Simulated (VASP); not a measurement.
# Ni (P6_3/mmc) in VASP: notebook

Ni is run at these levels: LDA; tasks: single point.

All numbers are computed with VASP 6.6.1; they aren't measurements. Logs are shortened: lines on timing, memory, paths and dates and some standing lists are left out, and cuts for length are marked.

**1. The cell of the first run**

The structure is hexagonal, space group P6_3/mmc (No. 194). The conventional cell has a = 2.448 Å, b = 2.448 Å, c = 4.073 Å, α = 90.00°, β = 90.00°, γ = 120.00°. Within 3.2 Å of Ni (site symmetry -6m2) lie 12 Ni at 2.45 to 2.48 Å.

This isn't the form of Ni at room conditions, which is fcc.

**2. Single point, LDA, collinear spin, antiferromagnetic start**

File INCAR:

```
ALGO = Normal ; EDIFF = 1E-6
ENCUT = 520 ; GGA = CA
ISIF = 2 ; ISMEAR = -1
ISPIN = 2 ; LASPH = T
LCHARG = F ; LMAXMIX = 4
LORBIT = 11 ; LREAL = F
LWAVE = F ; MAGMOM = 1 -1
NBANDS = 21 ; NELM = 150
PREC = Accurate ; SIGMA = 0.05
```

File KPOINTS:

```
k-points
0
Gamma
  16 16 9
```

File POSCAR:

```
Ni
1.0
    2.4480230000      0.0000000000      0.0000000000
   -1.2240110000      2.1200500000      0.0000000000
    0.0000000000      0.0000000000      4.0728080000
Ni
2
Direct
    0.3333333333      0.6666666667      0.2500000000
    0.6666666667      0.3333333333      0.7500000000
```

Potentials or basis: VASP PAW LDA potentials, release 64 (Ni).

On the command line:

```bash
> cat potpaw_LDA.64/Ni/POTCAR > POTCAR
> mpirun -np 1 vasp_std > vasp.out
```

OUTCAR:

```text
EDIFF = 1E-6
   ENCUT = 520
   GGA = CA
   ISIF = 2
   ISMEAR = -1
   ISPIN = 2
   LASPH = T
   LORBIT = 11
   LREAL = F
   NELM = 150
   PREC = Accurate

 ion  position               nearest neighbor table
   1  0.333  0.667  0.250-   2 2.48   2 2.48   2 2.48   2 2.48   2 2.48   2 2.48
   2  0.667  0.333  0.750-   1 2.48   1 2.48   1 2.48   1 2.48   1 2.48   1 2.48

  LATTYP: Found a hexagonal cell.
 ALAT       =     2.4480230000
 C/A-ratio  =     1.6637131269

  Lattice vectors:

 A1 = (   2.4480230000,   0.0000000000,   0.0000000000)
 A2 = (  -1.2240110000,   2.1200500000,   0.0000000000)
 A3 = (   0.0000000000,   0.0000000000,   4.0728080000)

Analysis of symmetry for initial positions (statically):
=====================================================================
 Subroutine PRICEL returns:
 Original cell was already a primitive cell.

 Routine SETGRP: Setting up the symmetry group for a
 hexagonal supercell.

 Subroutine GETGRP returns: Found 24 space group operations
 (whereof 12 operations were pure point group operations)
 out of a pool of 24 trial point group operations.

The static configuration has the point symmetry D_3d.
 The point group associated with its full space group is D_6h.

Analysis of symmetry for dynamics (positions and initial velocities):
=====================================================================
 Subroutine PRICEL returns:
 Original cell was already a primitive cell.

 Routine SETGRP: Setting up the symmetry group for a
 hexagonal supercell.

 Subroutine GETGRP returns: Found 24 space group operations
 (whereof 12 operations were pure point group operations)
 out of a pool of 24 trial point group operations.

The dynamic configuration has the point symmetry D_3d.
 The point group associated with its full space group is D_6h.

Analysis of structural, dynamic, and magnetic symmetry:
=====================================================================
 Subroutine PRICEL returns:
 Original cell was already a primitive cell.

 Routine SETGRP: Setting up the symmetry group for a
 hexagonal supercell.

 Subroutine GETGRP returns: Found 24 space group operations
 (whereof 12 operations were pure point group operations)
 out of a pool of 24 trial point group operations.

The overall configuration has the point symmetry D_3d.
 The point group associated with its full space group is D_6h.

 Subroutine INISYM returns: Found 24 space group operations
 (whereof 12 operations are pure point group operations),
 and found     1 'primitive' translations

----------------------------------------------------------------------------------------

                                     Primitive cell

  volume of cell :      21.1376

  direct lattice vectors                    reciprocal lattice vectors
     2.448023000  0.000000000  0.000000000     0.408492894  0.235843398  0.000000000
    -1.224011000  2.120050000  0.000000000     0.000000000  0.471686989  0.000000000
     0.000000000  0.000000000  4.072808000     0.000000000  0.000000000  0.245530848

  length of vectors
     2.448023000  2.448022657  4.072808000     0.471686922  0.471686989  0.245530848

  position of ions in fractional coordinates (direct lattice)
     0.333333333  0.666666667  0.250000000
     0.666666667  0.333333333  0.750000000

  ion indices of the primitive-cell ions
   primitive index   ion index
                 1           1
                 2           2

----------------------------------------------------------------------------------------

 KPOINTS: k-points

Automatic generation of k-mesh.
 Grid dimensions read from file:
 generate k-points for:   16   16    9

 Generating k-lattice:

  Cartesian coordinates                     Fractional coordinates (reciprocal lattice)
     0.025530806  0.014740212  0.000000000     0.062500000  0.000000000  0.000000000
     0.000000000  0.029480437  0.000000000     0.000000000  0.062500000  0.000000000
     0.000000000  0.000000000  0.027281205     0.000000000  0.000000000  0.111111111

  Length of vectors
     0.029480433  0.029480437  0.027281205

  Shift w.r.t. Gamma in fractional coordinates (k-lattice)
     0.000000000  0.000000000  0.000000000

 Subroutine IBZKPT returns following result:
 ===========================================

 Found    150 irreducible k-points:

 Following reciprocal coordinates:
            Coordinates               Weight
  0.000000  0.000000  0.000000      1.000000
  0.062500  0.000000  0.000000      6.000000
  0.125000  0.000000  0.000000      6.000000
  0.187500  0.000000  0.000000      6.000000
  0.250000  0.000000  0.000000      6.000000
  0.312500  0.000000  0.000000      6.000000
[... 16 lines left out ...]
  0.187500  0.187500  0.000000      6.000000
  0.250000  0.187500  0.000000     12.000000
 [... further k-points ...]
   k-points           NKPTS =    150   k-points in BZ     NKDIM =    150   number of bands    NBANDS=     21
   number of dos      NEDOS =    301   number of ions     NIONS =      2
   total plane-waves  NPLWV =   9720
   dimension x,y,z NGX =    18 NGY =   18 NGZ =   30
   dimension x,y,z NGXF=    36 NGYF=   36 NGZF=   60
   ions per type =               2
   NGX,Y,Z   is equivalent  to a cutoff of  12.22, 12.22, 12.25 a.u.
   NGXF,Y,Z  is equivalent  to a cutoff of  24.45, 24.45, 24.49 a.u.
 SYSTEM =  unknown system
   PREC   = accura    normal or accurate (medium, high low for compatibility)
   ISTART =      0    job   : 0-new  1-cont  2-samecut
   ICHARG =      2    charge: 1-file 2-atom 10-const
   ISPIN  =      2    spin polarized calculation?
   LNONCOLLINEAR =      F non collinear calculations
   LSORBIT =      F    spin-orbit coupling
   LASPH  =      T    aspherical Exc in radial PAW
   ENCUT  =  520.0 eV  38.22 Ry    6.18 a.u.   4.55  4.55  7.57*2*pi/ulx,y,z
   NELM   =    150;   NELMIN=  2; NELMDL= -5     # of ELM steps
   EDIFF  = 0.1E-05   stopping-criterion for ELM
   LREAL  =      F    real-space projection
   EDIFFG = 0.1E-04   stopping-criterion for IOM
   NSW    =      0    number of steps for IOM
   IBRION =     -1    ionic relax: 0-MD 1-quasi-New 2-CG
   NFREE  =      0    steps in history (QN), initial steepest desc. (CG)
   ISIF   =      2    stress and relaxation
   ISYM   =      2    0-nonsym 1-usesym 2-fastsym
   POTIM  = 0.5000    time-step for ionic-motion
   TEBEG  =    0.0;   TEEND  =   0.0 temperature during run
   PSTRESS=    0.0 pullay stress
   NELECT =      20.0000    total number of electrons
   NUPDOWN=      -1.0000    fix difference up-down
   EMIN   =  10.00;   EMAX   =-10.00  energy-range for DOS
   EFERMI =   0.00;   METHOD = LEGACY
   ISMEAR =    -1;   SIGMA  =   0.05  broadening in eV -4-tet -1-fermi 0-gaus
   EFERMI_NEDOS =   21; number of points for ismear=-14 and -15
   IALGO  =     38    algorithm
   IMIX   =      4    mixing-type and parameters
     AMIX     =   0.40;   BMIX     =  1.00
     AMIX_MAG =   1.60;   BMIX_MAG =  1.00
  volume/ion in A,a.u.               =      10.57        71.32
  Fermi-wavevector in a.u.,A,eV,Ry     =   1.607187  3.037142 35.144515  2.583049
  Thomas-Fermi vector in A             =   2.703255
   LORBIT       =     11    0 simple, 1 ext, 2 COOP (PROOUT), +10 PAW based schemes
   GGA     = CA    functional components
   LHFCALC =     F    Hartree Fock is set to
   AEXX    =    0.0000 exact exchange contribution
   IVDW    =     0    specifies the selected vdW correction
   LEPSILON=     F    determine dielectric tensor
   LRPA    =     F    only Hartree local field effects (RPA)
 spin polarized calculation
  energy-cutoff  :      520.00
  volume of cell :       21.14
 maximum number of plane-waves:       586
   NGX =  9   NGY =  9   NGZ = 15

 number of electron      19.9999997 magnetization       0.0000000

 number of electron      19.9999997 magnetization      -0.0000000

 Free energy of the ion-electron system (eV)
  ---------------------------------------------------
  ext. energy  EPLUGINS =         0.00000000
  ---------------------------------------------------
  free energy    TOTEN  =       -13.01287241 eV

  energy without entropy =      -12.94935872  energy(sigma->0) =      -12.98111556

 E-fermi :   9.3094     XC(G=0): -13.7825

 val. band max:        9.3091735281   @ k =   0.4375   0.1250   0.4444
 cond. band min:       9.3097408421   @ k =   0.4375   0.0625   0.2222
 fundamental gap:      0.0005673140
 Fermi energy:         9.3093658272

 spin component 1

 k-point     1 :       0.0000    0.0000    0.0000
  band No.  band energies     occupation
      1       0.2796      1.00000
      2       4.6719      1.00000
      3       7.2785      1.00000
      4       7.4173      1.00000
      5       7.4173      1.00000
      6       7.6913      1.00000
[... 13 lines left out ...]
     20      36.2656      0.00000
     21      40.1938      0.00000
[... 529 lines left out ...]
 k-point    24 :       0.2500    0.1875    0.0000
  band No.  band energies     occupation
      1       4.5277      1.00000
      2       5.8785      1.00000
      3       5.9609      1.00000
      4       6.2774      1.00000
      5       7.1995      1.00000
      6       7.5299      1.00000
[... 13 lines left out ...]
     20      38.8653      0.00000
     21      40.9590      0.00000

 [... further k-points ...]

 spin component 2

 k-point     1 :       0.0000    0.0000    0.0000
  band No.  band energies     occupation
      1       0.2796      1.00000
      2       4.6719      1.00000
      3       7.2785      1.00000
      4       7.4173      1.00000
      5       7.4173      1.00000
      6       7.6913      1.00000
[... 13 lines left out ...]
     20      36.2656      0.00000
     21      40.1938      0.00000
[... 529 lines left out ...]
 k-point    24 :       0.2500    0.1875    0.0000
  band No.  band energies     occupation
      1       4.5277      1.00000
      2       5.8785      1.00000
      3       5.9609      1.00000
      4       6.2774      1.00000
      5       7.1995      1.00000
      6       7.5299      1.00000
[... 13 lines left out ...]
     20      38.8653      0.00000
     21      40.9590      0.00000

 [... further k-points ...]

------------------------ aborting loop because EDIFF is reached ----------------------------------------

  FORCE on cell =-STRESS in cart. coord.  units (eV):
  Direction    XX          YY          ZZ          XY          YZ          ZX
  --------------------------------------------------------------------------------------
  -------------------------------------------------------------------------------------
  Total       -1.4781444     -1.4781442     -1.6995548     -0.0000003     -0.0000000      0.0000000
  in kB     -112.0396895   -112.0396782   -128.8220522     -0.0000264     -0.0000000      0.0000000
  external PRESSURE =    -117.6338067 kB  Pullay stress =       0.0000000 kB

 VOLUME and BASIS-vectors are now :
 -----------------------------------------------------------------------------
  energy-cutoff  :      520.00
  volume of cell :       21.14
      direct lattice vectors                 reciprocal lattice vectors
     2.448023000  0.000000000  0.000000000     0.408492894  0.235843398  0.000000000
    -1.224011000  2.120050000  0.000000000     0.000000000  0.471686989  0.000000000
     0.000000000  0.000000000  4.072808000     0.000000000  0.000000000  0.245530848

 POSITION                                       TOTAL-FORCE (eV/Angst)
 -----------------------------------------------------------------------------------
      0.00000      1.41337      1.01820         0.000000      0.000000      0.000000
      1.22401      0.70668      3.05461         0.000000     -0.000000      0.000000
 -----------------------------------------------------------------------------------
    total drift:                               -0.000000      0.000000     -0.000000

  FREE ENERGIE OF THE ION-ELECTRON SYSTEM (eV)
  ---------------------------------------------------
  free  energy   TOTEN  =       -13.0128724109 eV

  energy  without entropy=      -12.9493587150  energy(sigma->0) =      -12.98111556

 total charge

# of ion       s       p       d       tot
------------------------------------------
    1        0.508   0.517   8.351   9.376
    2        0.508   0.517   8.351   9.376
--------------------------------------------------
tot          1.015   1.034  16.703  18.752

 magnetization (x)

# of ion       s       p       d       tot
------------------------------------------
    1        0.000  -0.000  -0.001  -0.001
    2       -0.000   0.000   0.001   0.001
--------------------------------------------------
tot          0.000   0.000   0.000   0.000
```

It took 4.5 min on 1 thread of Intel Xeon 8259CL, shared host; peak memory 0.2 GiB.

Results:

* Free energy: -13.0129 eV
* Pressure: -11.8 GPa
* Band gap on the k mesh: zero (filled and empty bands overlap)
* Net moment: 0.00 μB per cell
* Valence electrons inside the program's atomic spheres: Ni 9.38

Stress tensor (GPa, compression positive):
```
-11.20   0.00   0.00
  0.00 -11.20   0.00
  0.00   0.00 -12.88
```

Caveat: the cell stands under tension.

[end of part 1 of 2]
